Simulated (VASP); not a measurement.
BN:

```
N B
1.0
     1.26759    0.73184    3.41732
    -1.26759    0.73184    3.41732
     0.00000   -1.46368    3.41732
N B
1 1
Direct
  0.66724 0.66724 0.66724
  0.00033 0.00033 0.00033
```

Base run:

* Program: VASP 6.6.1
* Functional: r2SCAN
* Potentials or basis: VASP PAW PBE potentials, release 64 (N, B)
* Cutoff: 520 eV
* k mesh: 12 × 12 × 12
* Occupations: fermi-dirac, width 0.05 eV
* Spin: no spin polarisation

Its results: band gap on the k mesh 4.78 eV, indirect (least direct gap 5.28 eV); pressure -8.9 GPa; largest force 0.010 eV/Å.

After a change of settings the same cell gave: band gap on the k mesh 4.13 eV, indirect (least direct gap 4.54 eV); pressure -7.8 GPa; largest force 0.005 eV/Å. Which change was it?
A. functional from r2SCAN to LDA; potentials or basis from VASP PAW PBE potentials, release 64 (N, B) to VASP PAW LDA potentials, release 64 (N, B)
B. functional from r2SCAN to PBE; further incar settings from ALGO = Normal; EDIFF = 1e-06; NBANDS = 11 to ALGO = Normal; EDIFF = 1e-07; NBANDS = 11
C. functional from r2SCAN to PBEsol

C.

r2SCAN gives the wider gap, since meta-GGAs in the generalised Kohn-Sham scheme recover part of the derivative discontinuity.

Caveats: the PAW data sets were made with another functional, which shifts forces and pressure a little.
